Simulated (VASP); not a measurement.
# PbS (Cmcm) in VASP: a series of runs

PbS is run at these levels: PBE, LDA; tasks: single point.

Everything below comes from runs of VASP 6.6.1. Logs are shortened: lines on timing, memory, paths and dates and some standing lists are left out, and cuts for length are marked.

## 1. The cell of the first run

Symmetry: Cmcm, No. 63, orthorhombic system. Conventional cell: a = 4.160 Å, b = 11.983 Å, c = 4.279 Å, α = 90.00°, β = 90.00°, γ = 90.00°. Pb (site symmetry m2m) has 5 S at 2.69 to 2.99 Å within 3.5 Å. S (site symmetry m2m) has 5 Pb at 2.69 to 2.99 Å within 3.5 Å.

## 2. Single point, PBE

INCAR

```
PREC = Accurate ; ENCUT = 520
EDIFF = 1E-6 ; ISMEAR = 0
SIGMA = 0.014 ; LREAL = F
LASPH = T ; NELM = 80
ALGO = Normal ; ISIF = 2
LWAVE = F ; LCHARG = F
GGA = PE ; NBANDS = 28
```

KPOINTS

```
regular mesh
0
Gamma
  7 7 6
```

POSCAR

```
PbS
1.0
    2.0799526950     -5.9912968650      0.0000000000
    2.0799526950      5.9912968650      0.0000000000
    0.0000000000      0.0000000000      4.2793209400
Pb S
2 2
Direct
    0.1305633500      0.8694366500      0.2500000000
    0.8694366500      0.1305633500      0.7500000000
    0.3547970900      0.6452029100      0.2500000000
    0.6452029100      0.3547970900      0.7500000000
```

Potentials or basis: VASP PAW PBE potentials, release 64 (Pb_d, S).

The run is started by

```bash
$ cat potpaw_PBE.64/Pb_d/POTCAR potpaw_PBE.64/S/POTCAR > POTCAR
$ mpirun -np 1 vasp_std > vasp.out
```

OUTCAR:

```text
PREC = Accurate
   ENCUT = 520
   EDIFF = 1E-6
   ISMEAR = 0
   LREAL = F
   LASPH = T
   NELM = 80
   ISIF = 2
   GGA = PE

 ion  position               nearest neighbor table
   1  0.131  0.869  0.250-   3 2.69   4 2.99   4 2.99   4 2.99   4 2.99   2 3.79   2 3.79   2 4.13
                             2 4.13   2 4.13   2 4.13
   2  0.869  0.131  0.750-   4 2.69   3 2.99   3 2.99   3 2.99   3 2.99   1 3.79   1 3.79   1 4.13
                             1 4.13   1 4.13   1 4.13
   3  0.355  0.645  0.250-   1 2.69   2 2.99   2 2.99   2 2.99   2 2.99
   4  0.645  0.355  0.750-   2 2.69   1 2.99   1 2.99   1 2.99   1 2.99

  LATTYP: Found a base centered orthorhombic cell.
 ALAT       =     4.1599053900
 B/A-ratio  =     2.8804966956
 C/A-ratio  =     1.0287063139

  Lattice vectors:

 A1 = (   2.0799526950,  -5.9912968650,   0.0000000000)
 A2 = (   2.0799526950,   5.9912968650,   0.0000000000)
 A3 = (   0.0000000000,   0.0000000000,   4.2793209400)

Analysis of symmetry for initial positions (statically):
=====================================================================
 Subroutine PRICEL returns:
 Original cell was already a primitive cell.

 Routine SETGRP: Setting up the symmetry group for a
 base centered orthorhombic supercell.

 Subroutine GETGRP returns: Found  8 space group operations
 (whereof  4 operations were pure point group operations)
 out of a pool of  8 trial point group operations.

The static configuration has the point symmetry C_2h.
 The point group associated with its full space group is D_2h.

Analysis of symmetry for dynamics (positions and initial velocities):
=====================================================================
 Subroutine PRICEL returns:
 Original cell was already a primitive cell.

 Routine SETGRP: Setting up the symmetry group for a
 base centered orthorhombic supercell.

 Subroutine GETGRP returns: Found  8 space group operations
 (whereof  4 operations were pure point group operations)
 out of a pool of  8 trial point group operations.

The dynamic configuration has the point symmetry C_2h.
 The point group associated with its full space group is D_2h.

 Subroutine INISYM returns: Found  8 space group operations
 (whereof  4 operations are pure point group operations),
 and found     1 'primitive' translations

----------------------------------------------------------------------------------------

                                     Primitive cell

  volume of cell :     106.6545

  direct lattice vectors                    reciprocal lattice vectors
     2.079952695 -5.991296865  0.000000000     0.240390083 -0.083454386  0.000000000
     2.079952695  5.991296865  0.000000000     0.240390083  0.083454386  0.000000000
     0.000000000  0.000000000  4.279320940     0.000000000  0.000000000  0.233681936

  length of vectors
     6.342069168  6.342069168  4.279320940     0.254464195  0.254464195  0.233681936

  position of ions in fractional coordinates (direct lattice)
     0.130563350  0.869436650  0.250000000
     0.869436650  0.130563350  0.750000000
     0.354797090  0.645202910  0.250000000
     0.645202910  0.354797090  0.750000000

  ion indices of the primitive-cell ions
   primitive index   ion index
                 1           1
                 2           2
                 3           3
                 4           4

----------------------------------------------------------------------------------------

 KPOINTS: regular mesh

Automatic generation of k-mesh.
 Grid dimensions read from file:
 generate k-points for:    7    7    6

 Generating k-lattice:

  Cartesian coordinates                     Fractional coordinates (reciprocal lattice)
     0.034341440 -0.011922055  0.000000000     0.142857143  0.000000000  0.000000000
     0.034341440  0.011922055  0.000000000     0.000000000  0.142857143  0.000000000
     0.000000000  0.000000000  0.038946989     0.000000000  0.000000000  0.166666667

  Length of vectors
     0.036352028  0.036352028  0.038946989

  Shift w.r.t. Gamma in fractional coordinates (k-lattice)
     0.000000000  0.000000000  0.000000000

 Subroutine IBZKPT returns following result:
 ===========================================

 Found     64 irreducible k-points:

 Following reciprocal coordinates:
            Coordinates               Weight
  0.000000  0.000000  0.000000      1.000000
  0.142857 -0.000000  0.000000      4.000000
  0.285714 -0.000000  0.000000      4.000000
  0.428571 -0.000000  0.000000      4.000000
  0.142857  0.142857  0.000000      2.000000
  0.285714  0.142857  0.000000      4.000000
[... 16 lines left out ...]
  0.428571  0.142857  0.166667      8.000000
 -0.428571  0.142857  0.166667      8.000000
 [... further k-points ...]
   k-points           NKPTS =     64   k-points in BZ     NKDIM =     64   number of bands    NBANDS=     28
   number of dos      NEDOS =    301   number of ions     NIONS =      4
   total plane-waves  NPLWV =  73728
   dimension x,y,z NGX =    48 NGY =   48 NGZ =   32
   dimension x,y,z NGXF=    96 NGYF=   96 NGZF=   64
   ions per type =               2   2
   NGX,Y,Z   is equivalent  to a cutoff of  12.58, 12.58, 12.43 a.u.
   NGXF,Y,Z  is equivalent  to a cutoff of  25.16, 25.16, 24.86 a.u.
 SYSTEM =  unknown system
   PREC   = accura    normal or accurate (medium, high low for compatibility)
   ISTART =      0    job   : 0-new  1-cont  2-samecut
   ICHARG =      2    charge: 1-file 2-atom 10-const
   ISPIN  =      1    spin polarized calculation?
   LNONCOLLINEAR =      F non collinear calculations
   LSORBIT =      F    spin-orbit coupling
   LASPH  =      T    aspherical Exc in radial PAW
   ENCUT  =  520.0 eV  38.22 Ry    6.18 a.u.  11.79 11.79  7.96*2*pi/ulx,y,z
   NELM   =     80;   NELMIN=  2; NELMDL= -5     # of ELM steps
   EDIFF  = 0.1E-05   stopping-criterion for ELM
   LREAL  =      F    real-space projection
   EDIFFG = 0.1E-04   stopping-criterion for IOM
   NSW    =      0    number of steps for IOM
   IBRION =     -1    ionic relax: 0-MD 1-quasi-New 2-CG
   NFREE  =      0    steps in history (QN), initial steepest desc. (CG)
   ISIF   =      2    stress and relaxation
   ISYM   =      2    0-nonsym 1-usesym 2-fastsym
   POTIM  = 0.5000    time-step for ionic-motion
   TEBEG  =    0.0;   TEEND  =   0.0 temperature during run
   PSTRESS=    0.0 pullay stress
   NELECT =      40.0000    total number of electrons
   NUPDOWN=      -1.0000    fix difference up-down
   EMIN   =  10.00;   EMAX   =-10.00  energy-range for DOS
   EFERMI =   0.00;   METHOD = LEGACY
   ISMEAR =     0;   SIGMA  =   0.01  broadening in eV -4-tet -1-fermi 0-gaus
   EFERMI_NEDOS =   21; number of points for ismear=-14 and -15
   IALGO  =     38    algorithm
   IMIX   =      4    mixing-type and parameters
     AMIX     =   0.40;   BMIX     =  1.00
     AMIX_MAG =   1.60;   BMIX_MAG =  1.00
  volume/ion in A,a.u.               =      26.66       179.94
  Fermi-wavevector in a.u.,A,eV,Ry     =   1.180597  2.231005 18.963935  1.393810
  Thomas-Fermi vector in A             =   2.316887
   LORBIT       =      0    0 simple, 1 ext, 2 COOP (PROOUT), +10 PAW based schemes
   GGA     = PE    functional components
   LHFCALC =     F    Hartree Fock is set to
   AEXX    =    0.0000 exact exchange contribution
   IVDW    =     0    specifies the selected vdW correction
   LEPSILON=     F    determine dielectric tensor
   LRPA    =     F    only Hartree local field effects (RPA)
 non-spin polarized calculation
 Gauss-broadening in eV      SIGMA  =   0.01
  energy-cutoff  :      520.00
  volume of cell :      106.65
 maximum number of plane-waves:      2892
   NGX = 23   NGY = 23   NGZ = 15

 number of electron      40.0000007 magnetization

 Free energy of the ion-electron system (eV)
  ---------------------------------------------------
  ext. energy  EPLUGINS =         0.00000000
  ---------------------------------------------------
  free energy    TOTEN  =       -17.37659985 eV

  energy without entropy =      -17.37659985  energy(sigma->0) =      -17.37659985

 E-fermi :   4.9610     XC(G=0):  -9.5797

 val. band max:        4.8587329243   @ k =  -0.4286   0.4286   0.3333
 cond. band min:       6.1137653741   @ k =   0.4286   0.4286   0.0000
 fundamental gap:      1.2550324498
 Fermi energy:         4.9610385745

 k-point     1 :       0.0000    0.0000    0.0000
  band No.  band energies     occupation
      1     -11.4647      2.00000
      2     -11.3695      2.00000
      3     -11.3620      2.00000
      4     -11.3575      2.00000
      5     -11.3225      2.00000
      6     -11.3192      2.00000
[... 20 lines left out ...]
     27      11.0271      0.00000
     28      11.9129      0.00000

 k-point     2 :       0.1429   -0.0000    0.0000
  band No.  band energies     occupation
      1     -11.4528      2.00000
      2     -11.3641      2.00000
      3     -11.3560      2.00000
      4     -11.3509      2.00000
      5     -11.3255      2.00000
      6     -11.3248      2.00000
[... 20 lines left out ...]
     27      11.2526      0.00000
     28      12.3011      0.00000

 k-point     3 :       0.2857   -0.0000    0.0000
  band No.  band energies     occupation
      1     -11.4238      2.00000
      2     -11.3553      2.00000
      3     -11.3551      2.00000
      4     -11.3400      2.00000
      5     -11.3316      2.00000
      6     -11.3293      2.00000
[... 20 lines left out ...]
     27      12.3015      0.00000
     28      12.9645      0.00000

 k-point     4 :       0.4286   -0.0000    0.0000
  band No.  band energies     occupation
      1     -11.3918      2.00000
      2     -11.3643      2.00000
      3     -11.3572      2.00000
      4     -11.3523      2.00000
      5     -11.3304      2.00000
      6     -11.3268      2.00000
[... 578 lines left out ...]
     27      11.8124      0.00000
     28      13.0028      0.00000

 k-point    23 :       0.4286    0.1429    0.1667
  band No.  band energies     occupation
      1     -11.4066      2.00000
      2     -11.3904      2.00000
      3     -11.3599      2.00000
      4     -11.3382      2.00000
      5     -11.3285      2.00000
      6     -11.3212      2.00000
[... 20 lines left out ...]
     27      12.1796      0.00000
     28      12.9890      0.00000

 k-point    24 :      -0.4286    0.1429    0.1667
  band No.  band energies     occupation
      1     -11.4228      2.00000
      2     -11.3696      2.00000
      3     -11.3555      2.00000
      4     -11.3397      2.00000
      5     -11.3308      2.00000
      6     -11.3234      2.00000
[... 20 lines left out ...]
     27      12.4033      0.00000
     28      13.1781      0.00000

 [... further k-points ...]

------------------------ aborting loop because EDIFF is reached ----------------------------------------

  FORCE on cell =-STRESS in cart. coord.  units (eV):
  Direction    XX          YY          ZZ          XY          YZ          ZX
  --------------------------------------------------------------------------------------
  -------------------------------------------------------------------------------------
  Total        0.5978926      0.8508655      0.5504325      0.0000000      0.0000000      0.0000000
  in kB        8.9816180     12.7818098      8.2686668      0.0000000      0.0000000      0.0000000
  external PRESSURE =      10.0106982 kB  Pullay stress =       0.0000000 kB

 VOLUME and BASIS-vectors are now :
 -----------------------------------------------------------------------------
  energy-cutoff  :      520.00
  volume of cell :      106.65
      direct lattice vectors                 reciprocal lattice vectors
     2.079952695 -5.991296865  0.000000000     0.240390083 -0.083454386  0.000000000
     2.079952695  5.991296865  0.000000000     0.240390083  0.083454386  0.000000000
     0.000000000  0.000000000  4.279320940     0.000000000  0.000000000  0.233681936

 POSITION                                       TOTAL-FORCE (eV/Angst)
 -----------------------------------------------------------------------------------
      2.07995      4.42681      1.06983         0.000000      0.069979     -0.000000
      2.07995     -4.42681      3.20949         0.000000     -0.069979      0.000000
      2.07995      1.73991      1.06983         0.000000     -0.102724     -0.000000
      2.07995     -1.73991      3.20949         0.000000      0.102724     -0.000000
 -----------------------------------------------------------------------------------
    total drift:                               -0.000000     -0.000000      0.000000

  FREE ENERGIE OF THE ION-ELECTRON SYSTEM (eV)
  ---------------------------------------------------
  free  energy   TOTEN  =       -17.3765998537 eV

  energy  without entropy=      -17.3765998537  energy(sigma->0) =      -17.37659985
```

Wall time 2 min (1 thread of Intel Xeon Platinum 8488C (Sapphire Rapids), shared host); peak memory 0.34 GiB.

What came out:

| Property | Result |
| --- | --- |
| Free energy | -17.3766 eV |
| Pressure | 1.0 GPa |
| Largest force | 0.103 eV/Å |
| Band gap on the k mesh | 1.26 eV (least direct gap 1.43 eV) |

Forces on the atoms (eV/Å):
```
Pb   0.000  0.070  0.000
Pb   0.000 -0.070  0.000
S    0.000 -0.103  0.000
S    0.000  0.103  0.000
```

Stress tensor (GPa, compression positive):
```
0.90 0.00 0.00
0.00 1.28 0.00
0.00 0.00 0.83
```

Levels at points of the mesh, in eV from the valence-band top:
```csv
k point,band 18,band 19,band 20,band 21,band 22,band 23
"(0.00, 0.00, 0.00)",-1.58,-1.40,-0.42,4.73,4.80,4.95
"(0.00, 0.00, 0.50)",-1.04,-0.04,-0.04,1.89,1.89,2.87
```

Caveat: spin-orbit coupling is left out, which moves the levels of the heavy elements; an odd mesh through Γ misses points on the zone boundary, where band edges can lie.

(Continued in part 2 of 2.)
